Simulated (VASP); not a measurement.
Wanted: the native input for a VASP 6.6.1 run.

* Task: single point
* Functional: PBEsol
* Potentials or basis: VASP PAW PBE potentials, release 64 (In_d, Ga_d, N)
* Cutoff: 600 eV
* k mesh: 6 × 6 × 6
* Occupations: gaussian, width 0.02 eV
* Spin: no spin polarisation
* Dipole correction: no
* Further INCAR settings: ALGO = Normal; EDIFF = 1e-06; NBANDS = 66

The structure of InGa2N3 lies in POSCAR:

```
InGa2N3
1.0
    4.8539505115     -2.7991519060      0.0000000000
    4.8539505115      2.7991519060      0.0000000000
    0.0000000000      0.0000000000      5.2241204297
In Ga N
2 4 6
Direct
    0.3246132836      0.6753867164      0.9893440218
    0.6753867164      0.3246132836      0.4893440218
    0.0068395373      0.3342001228      0.9926845484
    0.6657998772      0.9931604627      0.9926845484
    0.9931604627      0.6657998772      0.4926845484
    0.3342001228      0.0068395373      0.4926845484
    0.0272300123      0.3333807652      0.3587480112
    0.6666192348      0.9727699877      0.3587480112
    0.9727699877      0.6666192348      0.8587480112
    0.3333807652      0.0272300123      0.8587480112
    0.3079543818      0.6920456182      0.3957918586
    0.6920456182      0.3079543818      0.8957918586
```

These files were run (other wordings do the same):

INCAR

```
SYSTEM = InGa2N3
ALGO = Normal ; EDIFF = 1E-6
ENCUT = 600 ; GGA = PS
GGA_COMPAT = .False. ; ISIF = 2
ISMEAR = 0 ; LASPH = .True.
LCHARG = .True. ; LELF = .True.
LREAL = .False. ; LVHAR = .True.
LWAVE = .False. ; NBANDS = 66
NELM = 120 ; PREC = Accurate
SIGMA = 0.02
```

KPOINTS

```
k-points
0
Gamma
  6 6 6
  0 0 0
```

Potentials or basis: VASP PAW PBE potentials, release 64 (In_d, Ga_d, N).

Launch:

```console
$ cat potpaw_PBE.64/In_d/POTCAR potpaw_PBE.64/Ga_d/POTCAR potpaw_PBE.64/N/POTCAR > POTCAR
$ mpirun -np 1 vasp_std > vasp.out
```

Results of the run:

```
Pressure               : 11.7 GPa
Largest force          : 0.039 eV/Å
Band gap on the k mesh : 1.31 eV
```

Caveat: the cell stands under pressure; the PAW data sets were made with another functional, which shifts forces and pressure a little; spin-orbit coupling is left out, which moves the levels of the heavy elements.

Run time: 12 min on 1 thread of Intel(R) Xeon(R) Platinum 8259CL CPU @ 2.50GHz (Skylake/Cascade Lake), on a shared host, peak memory 0.61 GiB.
